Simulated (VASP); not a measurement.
**W: single point with PBEsol**

The system is W.

```
W
1.0
     5.03204    0.00000    0.00000
     0.00000    5.03204    0.00000
     0.00000    0.00000    5.03204
W
8
Direct
  0.00320 0.00000 0.00000
  0.50320 0.50000 0.50000
  0.00585 0.50000 0.25000
  0.00585 0.50000 0.75000
  0.23510 0.00000 0.50000
  0.73510 0.00000 0.50000
  0.50585 0.75000 0.00000
  0.50585 0.25000 0.00000
```

This cell differs from its parent crystal: atoms displaced along a vibrational mode.

```json
{
  "Program": "VASP 6.6.1",
  "Task": "single point",
  "Functional": "PBEsol",
  "Potentials or basis": "VASP PAW PBE potentials, release 64 (W_sv)",
  "Cutoff": "520 eV",
  "k mesh": "8 × 8 × 8",
  "Occupations": "gaussian, width 0.15 eV",
  "Spin": "no spin polarisation",
  "Dipole correction": "no",
  "Further INCAR settings": "ALGO = Fast; EDIFF = 1e-06; NBANDS = 66"
}
```

```
Pressure               : 0.9 GPa
Largest force          : 0.520 eV/Å
Band gap on the k mesh : zero (bands 56 and 57 overlap by 0.92 eV)
```

Forces in eV/Å, atoms in the order of the input:
```
W   -0.112  0.000  0.000
W   -0.112  0.000  0.000
W   -0.204  0.000 -0.001
W   -0.204  0.000  0.001
W    0.520  0.000  0.000
W    0.520  0.000  0.000
W   -0.204 -0.001  0.000
W   -0.204  0.001  0.000
```

Stress tensor (GPa, compression positive):
```
1.00 0.00 0.00
0.00 0.91 0.00
0.00 0.00 0.91
```

Levels at points of the mesh, in eV from the Fermi level:
```
           k point  band 52  band 53  band 54  band 55  band 56  band 57  band 58  band 59  band 60  band 61
(0.00, 0.00, 0.00)    -1.97    -1.53    -1.52    -0.51    -0.49    -0.49     1.45     1.65     1.65     1.65
(0.50, 0.00, 0.00)    -1.22    -1.14    -1.14    -0.93    -0.93     0.58     0.58     0.79     0.79     1.15
(0.00, 0.50, 0.00)    -1.24    -1.15    -1.13    -0.93    -0.92     0.52     0.56     0.82     0.82     1.19
(0.50, 0.50, 0.00)    -1.62    -1.20    -0.96    -0.94     0.20     0.28     0.36     0.58     1.05     1.07
(0.00, 0.50, 0.50)    -1.67    -1.29    -0.96    -0.96     0.28     0.28     0.31     0.58     1.01     1.06
(0.50, 0.50, 0.50)    -1.38    -1.37    -1.37    -1.37    -1.37     1.36     1.36     1.37     1.37     1.37
```

Wall time 8.1 min on 1 × NVIDIA H100 80GB with 1 thread of AMD EPYC 7R13 Processor (Zen 3), with other jobs on the host, peak memory 1.6 GiB.

Caveat: the cell differs from its parent crystal (atoms displaced along a vibrational mode); the PAW data sets were made with another functional, which shifts forces and pressure a little; spin-orbit coupling is left out, which moves the levels of the heavy elements.
